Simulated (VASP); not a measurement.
# Cd2N3 (Fmmm) in VASP: single point with LDA

Aim: the single point of Cd2N3 with LDA.

Everything below comes from runs of VASP 6.6.1. Logs are shortened: lines on timing, memory, paths and dates and some standing lists are left out, and cuts for length are marked.

## (1) The cell of the first run

Symmetry: Fmmm, No. 69, orthorhombic system. The conventional cell has a = 7.353 Å, b = 7.867 Å, c = 11.938 Å, α = 90.00°, β = 90.00°, γ = 90.00°. Cd (site symmetry m2m) has 10 N at 2.83 to 2.89 Å and 7 Cd at 3.43 to 3.71 Å within 3.8 Å. Within 4.0 Å of Cd (site symmetry 222) lie 8 N at 2.90 to 2.95 Å and 8 Cd at 3.51 to 3.93 Å. Within 2.3 Å of N (site symmetry m) lie 2 N at 1.75 to 1.76 Å. N (site symmetry mm2) has 2 N at 1.76 Å within 2.3 Å.

## (2) Single point, LDA

File INCAR:

```
PREC     = Accurate       # precision mode
ENCUT    = 520            # plane-wave cutoff, eV
EDIFF    = 1E-7           # SCF threshold, eV
ISMEAR   = 1              # smearing method
SIGMA    = 0.013          # smearing width, eV
LREAL    = False          # projectors in reciprocal space
LASPH    = True           # aspherical terms in the spheres
NELM     = 60             # most SCF steps
ALGO     = Normal         # electronic algorithm
ISIF     = 2              # what is computed and relaxed
LWAVE    = False          # write WAVECAR
LCHARG   = True           # write CHGCAR
GGA      = CA             # functional
LELF     = True           # ELF
LVHAR    = True         
NBANDS   = 50             # bands
```

File KPOINTS:

```
regular mesh
0
Gamma
  5 5 5
```

File POSCAR:

```
Cd2N3
1.0
   -3.9337220000      0.0000000000      3.6762620000
    3.9337220000      0.0000000000      3.6762620000
    0.0000000000      5.9689270000      3.6762620000
Cd N
4 6
Direct
    0.7180000000      0.2820000000      0.0000000000
    0.2820000000      0.7180000000      0.0000000000
    0.7500000000      0.2500000000      0.5000000000
    0.2500000000      0.7500000000      0.5000000000
    0.1333000000      0.1333000000      0.1470000000
    0.2803000000      0.2803000000      0.8530000000
    0.8667000000      0.8667000000      0.8530000000
    0.7197000000      0.7197000000      0.1470000000
    0.8519000000      0.8519000000      0.2962000000
    0.1481000000      0.1481000000      0.7038000000
```

Potentials or basis: VASP PAW LDA potentials, release 64 (Cd, N).

On the command line:

```bash
$ cat potpaw_LDA.64/Cd/POTCAR potpaw_LDA.64/N/POTCAR > POTCAR
$ mpirun -np 1 vasp_std > vasp.out
```

OUTCAR:

```text
PREC = Accurate
   ENCUT = 520
   EDIFF = 1E-7
   ISMEAR = 1
   LREAL = False
   LASPH = True
   NELM = 60
   ISIF = 2
   GGA = CA

 ion  position               nearest neighbor table
   1  0.718  0.282  0.000-   2 3.43   4 3.51   3 3.51   3 3.51   4 3.51   2 3.71   2 3.71
   2  0.282  0.718  0.000-   1 3.43   3 3.51   4 3.51   4 3.51   3 3.51   1 3.71   1 3.71
   3  0.750  0.250  0.500-   2 3.51   1 3.51   1 3.51   2 3.51   4 3.68   4 3.68
   4  0.250  0.750  0.500-   1 3.51   2 3.51   2 3.51   1 3.51   3 3.68   3 3.68
   5  0.133  0.133  0.147-   6 1.75   9 1.76
   6  0.280  0.280  0.853-   5 1.75  10 1.76
   7  0.867  0.867  0.853-   8 1.75  10 1.76
   8  0.720  0.720  0.147-   7 1.75   9 1.76
   9  0.852  0.852  0.296-   5 1.76   8 1.76
  10  0.148  0.148  0.704-   6 1.76   7 1.76

  LATTYP: Found a face centered orthorhombic cell.
 ALAT       =     7.3525240000
 B/A-ratio  =     1.0700330934
 C/A-ratio  =     1.6236402629

  Lattice vectors:

 A1 = (   3.9337220000,   5.9689270000,   0.0000000000)
 A2 = (   0.0000000000,   5.9689270000,   3.6762620000)
 A3 = (   3.9337220000,   0.0000000000,   3.6762620000)

Analysis of symmetry for initial positions (statically):
=====================================================================
 Subroutine PRICEL returns:
 Original cell was already a primitive cell.

 Routine SETGRP: Setting up the symmetry group for a
 face centered orthorhombic supercell.

 Subroutine GETGRP returns: Found  8 space group operations
 (whereof  8 operations were pure point group operations)
 out of a pool of  8 trial point group operations.

The static configuration has the point symmetry D_2h.

Analysis of symmetry for dynamics (positions and initial velocities):
=====================================================================
 Subroutine PRICEL returns:
 Original cell was already a primitive cell.

 Routine SETGRP: Setting up the symmetry group for a
 face centered orthorhombic supercell.

 Subroutine GETGRP returns: Found  8 space group operations
 (whereof  8 operations were pure point group operations)
 out of a pool of  8 trial point group operations.

The dynamic configuration has the point symmetry D_2h.

 Subroutine INISYM returns: Found  8 space group operations
 (whereof  8 operations are pure point group operations),
 and found     1 'primitive' translations

----------------------------------------------------------------------------------------

                                     Primitive cell

  volume of cell :     172.6380

  direct lattice vectors                    reciprocal lattice vectors
    -3.933722000  0.000000000  3.676262000    -0.127106084 -0.083767149  0.136007717
     3.933722000  0.000000000  3.676262000     0.127106084 -0.083767149  0.136007717
     0.000000000  5.968927000  3.676262000     0.000000000  0.167534299  0.000000000

  length of vectors
     5.384149985  5.384149985  7.010206261     0.204134737  0.204134737  0.167534299

  position of ions in fractional coordinates (direct lattice)
     0.718000000  0.282000000  0.000000000
     0.282000000  0.718000000  0.000000000
     0.750000000  0.250000000  0.500000000
     0.250000000  0.750000000  0.500000000
     0.133300000  0.133300000  0.147000000
     0.280300000  0.280300000  0.853000000
     0.866700000  0.866700000  0.853000000
     0.719700000  0.719700000  0.147000000
     0.851900000  0.851900000  0.296200000
     0.148100000  0.148100000  0.703800000

  ion indices of the primitive-cell ions
   primitive index   ion index
                 1           1
                 2           2
                 3           3
                 4           4
                 5           5
                 6           6
                 7           7
                 8           8
                 9           9
                10          10

----------------------------------------------------------------------------------------

 KPOINTS: regular mesh

Automatic generation of k-mesh.
 Grid dimensions read from file:
 generate k-points for:    5    5    5

 Generating k-lattice:

  Cartesian coordinates                     Fractional coordinates (reciprocal lattice)
    -0.025421217 -0.016753430  0.027201543     0.200000000 -0.000000000  0.000000000
     0.025421217 -0.016753430  0.027201543    -0.000000000  0.200000000  0.000000000
     0.000000000  0.033506860  0.000000000     0.000000000  0.000000000  0.200000000

  Length of vectors
     0.040826947  0.040826947  0.033506860

  Shift w.r.t. Gamma in fractional coordinates (k-lattice)
     0.000000000  0.000000000  0.000000000

 Subroutine IBZKPT returns following result:
 ===========================================

 Found     27 irreducible k-points:

 Following reciprocal coordinates:
            Coordinates               Weight
  0.000000  0.000000  0.000000      1.000000
  0.200000  0.000000  0.000000      8.000000
  0.400000  0.000000  0.000000      8.000000
  0.200000  0.200000  0.000000      4.000000
  0.400000  0.200000  0.000000      8.000000
 -0.400000  0.200000 -0.000000      8.000000
[... 16 lines left out ...]
 -0.200000 -0.000000  0.400000      4.000000
 -0.400000  0.200000  0.400000      4.000000
 [... further k-points ...]
   k-points           NKPTS =     27   k-points in BZ     NKDIM =     27   number of bands    NBANDS=     50
   number of dos      NEDOS =    301   number of ions     NIONS =     10
   total plane-waves  NPLWV =  86400
   dimension x,y,z NGX =    40 NGY =   40 NGZ =   54
   dimension x,y,z NGXF=    80 NGYF=   80 NGZF=  108
   ions per type =               4   6
   NGX,Y,Z   is equivalent  to a cutoff of  12.35, 12.35, 12.81 a.u.
   NGXF,Y,Z  is equivalent  to a cutoff of  24.70, 24.70, 25.61 a.u.
 SYSTEM =  unknown system
   PREC   = accura    normal or accurate (medium, high low for compatibility)
   ISTART =      0    job   : 0-new  1-cont  2-samecut
   ICHARG =      2    charge: 1-file 2-atom 10-const
   ISPIN  =      1    spin polarized calculation?
   LNONCOLLINEAR =      F non collinear calculations
   LSORBIT =      F    spin-orbit coupling
   LASPH  =      T    aspherical Exc in radial PAW
   ENCUT  =  520.0 eV  38.22 Ry    6.18 a.u.  10.01 10.01 13.03*2*pi/ulx,y,z
   NELM   =     60;   NELMIN=  2; NELMDL= -5     # of ELM steps
   EDIFF  = 0.1E-06   stopping-criterion for ELM
   LREAL  =      F    real-space projection
   EDIFFG = 0.1E-05   stopping-criterion for IOM
   NSW    =      0    number of steps for IOM
   IBRION =     -1    ionic relax: 0-MD 1-quasi-New 2-CG
   NFREE  =      0    steps in history (QN), initial steepest desc. (CG)
   ISIF   =      2    stress and relaxation
   ISYM   =      2    0-nonsym 1-usesym 2-fastsym
   POTIM  = 0.5000    time-step for ionic-motion
   TEBEG  =    0.0;   TEEND  =   0.0 temperature during run
   PSTRESS=    0.0 pullay stress
   NELECT =      78.0000    total number of electrons
   NUPDOWN=      -1.0000    fix difference up-down
   EMIN   =  10.00;   EMAX   =-10.00  energy-range for DOS
   EFERMI =   0.00;   METHOD = LEGACY
   ISMEAR =     1;   SIGMA  =   0.01  broadening in eV -4-tet -1-fermi 0-gaus
   EFERMI_NEDOS =   21; number of points for ismear=-14 and -15
   IALGO  =     38    algorithm
   IMIX   =      4    mixing-type and parameters
     AMIX     =   0.40;   BMIX     =  1.00
     AMIX_MAG =   1.60;   BMIX_MAG =  1.00
  volume/ion in A,a.u.               =      17.26       116.50
  Fermi-wavevector in a.u.,A,eV,Ry     =   1.256206  2.373885 21.470726  1.578054
  Thomas-Fermi vector in A             =   2.389925
   LORBIT       =      0    0 simple, 1 ext, 2 COOP (PROOUT), +10 PAW based schemes
   GGA     = CA    functional components
   LHFCALC =     F    Hartree Fock is set to
   AEXX    =    0.0000 exact exchange contribution
   IVDW    =     0    specifies the selected vdW correction
   LEPSILON=     F    determine dielectric tensor
   LRPA    =     F    only Hartree local field effects (RPA)
 non-spin polarized calculation
 Methfessel and Paxton  Order N= 1 SIGMA  =   0.01
  energy-cutoff  :      520.00
  volume of cell :      172.64
 maximum number of plane-waves:      4678
   NGX = 19   NGY = 19   NGZ = 27

 number of electron      78.0000002 magnetization

 Free energy of the ion-electron system (eV)
  ---------------------------------------------------
  ext. energy  EPLUGINS =         0.00000000
  ---------------------------------------------------
  free energy    TOTEN  =       -43.12947996 eV

  energy without entropy =      -43.12924849  energy(sigma->0) =      -43.12940280

 E-fermi :   1.3885     XC(G=0): -10.3335

 val. band max:        1.3867009724   @ k =  -0.4000   0.2000   0.4000
 cond. band min:       1.4043878407   @ k =   0.2000   0.2000   0.2000
 fundamental gap:      0.0176868683
 Fermi energy:         1.3884962497

 k-point     1 :       0.0000    0.0000    0.0000
  band No.  band energies     occupation
      1     -16.0058      2.00000
      2     -14.3912      2.00000
      3     -14.3161      2.00000
      4     -11.0672      2.00000
      5     -10.9312      2.00000
      6      -7.8576      2.00000
[... 42 lines left out ...]
     49       4.9061      0.00000
     50       6.2479      0.00000

 k-point     2 :       0.2000    0.0000    0.0000
  band No.  band energies     occupation
      1     -15.9819      2.00000
      2     -14.4029      2.00000
      3     -14.3232      2.00000
      4     -11.0505      2.00000
      5     -10.9549      2.00000
      6      -7.8317      2.00000
[... 42 lines left out ...]
     49       5.2836      0.00000
     50       6.1708      0.00000

 k-point     3 :       0.4000    0.0000    0.0000
  band No.  band energies     occupation
      1     -15.9418      2.00000
      2     -14.4246      2.00000
      3     -14.3333      2.00000
      4     -11.0346      2.00000
      5     -10.9798      2.00000
      6      -7.7917      2.00000
[... 1102 lines left out ...]
     49       5.9571      0.00000
     50       6.2641      0.00000

 k-point    24 :      -0.4000    0.2000    0.4000
  band No.  band energies     occupation
      1     -15.9203      2.00000
      2     -14.4234      2.00000
      3     -14.3513      2.00000
      4     -11.0309      2.00000
      5     -10.9759      2.00000
      6      -7.7102      2.00000
[... 42 lines left out ...]
     49       5.5485      0.00000
     50       6.4485      0.00000

 [... further k-points ...]

------------------------ aborting loop because EDIFF is reached ----------------------------------------

  FORCE on cell =-STRESS in cart. coord.  units (eV):
  Direction    XX          YY          ZZ          XY          YZ          ZX
  --------------------------------------------------------------------------------------
  -------------------------------------------------------------------------------------
  Total      -10.9991049    -26.8522372    -25.2672998      0.0000000      0.0000000     -0.0000000
  in kB     -102.0778570   -249.2038079   -234.4947008      0.0000000      0.0000000     -0.0000000
  external PRESSURE =    -195.2587886 kB  Pullay stress =       0.0000000 kB

 VOLUME and BASIS-vectors are now :
 -----------------------------------------------------------------------------
  energy-cutoff  :      520.00
  volume of cell :      172.64
      direct lattice vectors                 reciprocal lattice vectors
    -3.933722000  0.000000000  3.676262000    -0.127106084 -0.083767149  0.136007717
     3.933722000  0.000000000  3.676262000     0.127106084 -0.083767149  0.136007717
     0.000000000  5.968927000  3.676262000     0.000000000  0.167534299  0.000000000

 POSITION                                       TOTAL-FORCE (eV/Angst)
 -----------------------------------------------------------------------------------
     -1.71510      0.00000      3.67626         0.361007      0.000000     -0.000000
      1.71510      0.00000      3.67626        -0.361007      0.000000     -0.000000
     -1.96686      2.98446      5.51439         0.000000      0.000000     -0.000000
      1.96686      2.98446      5.51439         0.000000      0.000000     -0.000000
      0.00000      0.87743      1.52050         0.000000     -1.405733     -2.525293
      0.00000      5.09149      5.19676         0.000000      1.405733     -2.525293
      0.00000      5.09149      9.50828         0.000000      1.405733      2.525293
      0.00000      0.87743      5.83202         0.000000     -1.405733      2.525293
      0.00000      1.76800      7.35252         0.000000     -3.298763     -0.000000
      0.00000      4.20093      3.67626         0.000000      3.298763      0.000000
 -----------------------------------------------------------------------------------
    total drift:                               -0.000000     -0.000000     -0.000000

  FREE ENERGIE OF THE ION-ELECTRON SYSTEM (eV)
  ---------------------------------------------------
  free  energy   TOTEN  =       -43.1294799578 eV

  energy  without entropy=      -43.1292484900  energy(sigma->0) =      -43.12940280
```

Wall time 5.1 min (1 thread of Intel Xeon Platinum 8259CL at 2.50GHz (Skylake/Cascade Lake), shared host); peak memory 0.32 GiB.

What came out:

| Quantity | Value |
| --- | --- |
| Free energy | -43.1295 eV |
| Pressure | -19.5 GPa |
| Largest force | 3.299 eV/Å |
| Band gap on the k mesh | zero (bands 39 and 40 overlap by 0.53 eV) |

Forces on the atoms (eV/Å):
```
Cd   0.361  0.000  0.000
Cd  -0.361  0.000  0.000
Cd   0.000  0.000  0.000
Cd   0.000  0.000  0.000
N    0.000 -1.406 -2.525
N    0.000  1.406 -2.525
N    0.000  1.406  2.525
N    0.000 -1.406  2.525
N    0.000 -3.299  0.000
N    0.000  3.299  0.000
```

Caveat: the cell stands under tension; forces of over 1 eV/Å act on the atoms, so gaps and moduli don't describe the material at rest.
